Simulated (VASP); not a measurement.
The system is Ta.

```
CELL_PARAMETERS angstrom
4.67351 0.00000 0.00000
-2.33676 4.04738 0.00000
0.00000 0.00000 2.86486
ATOMIC_POSITIONS crystal
Ta 0.00000 0.00000 0.00000
Ta 0.33333 0.66667 0.50000
Ta 0.66667 0.33333 0.50000
```

This isn't the form of Ta at room conditions, which is bcc.

| Quantity | Value |
| --- | --- |
| Program | VASP 6.6.1 |
| Task | relaxation of cell and atoms |
| Functional | PBEsol |
| Potentials or basis | VASP PAW PBE potentials, release 64 (Ta_pv) |
| Cutoff | 600 eV |
| k mesh | 8 × 8 × 11 |
| Occupations | fermi-dirac, width 0.1 eV |
| Spin | no spin polarisation |

At the start: pressure -0.2 GPa; volume 18.06 Å³/atom.

Question: How do energy, volume and symmetry change on relaxing?

Answer: Over 8 steps the energy falls by 88.0 meV/atom and the volume is 18.02 Å³/atom (-0.3 %); space group P6/mmm (No. 191, to 0.1 Å) before and after.

The path:
| step | energy change (eV) | largest force (eV/Å) | pressure (GPa) | volume (Å³) |
| --- | --- | --- | --- | --- |
| 1 | 0.0000 | 0.0000 | -0.20 | 54.19 |
| 2 | -0.1656 | 0.0000 | 2.48 | 53.69 |
| 3 | -0.2638 | 0.0000 | 0.43 | 53.94 |
| 4 | -0.2637 | 0.0000 | 0.39 | 53.95 |
| 5 | -0.2633 | 0.0000 | -0.78 | 54.27 |
| 6 | -0.2638 | 0.0000 | -0.02 | 54.06 |
| 7 | -0.2639 | 0.0000 | 0.02 | 54.05 |
| 8 | -0.2639 | 0.0000 | 0.03 | 54.05 |

Final structure:
```
Ta
1.0
     4.80784    0.00000    0.00000
    -2.40392    4.16371    0.00000
     0.00000    0.00000    2.70015
Ta
3
Direct
  0.00000 0.00000 0.00000
  0.33333 0.66667 0.50000
  0.66667 0.33333 0.50000
```

Caveat: the PAW data sets were made with another functional, which shifts forces and pressure a little.
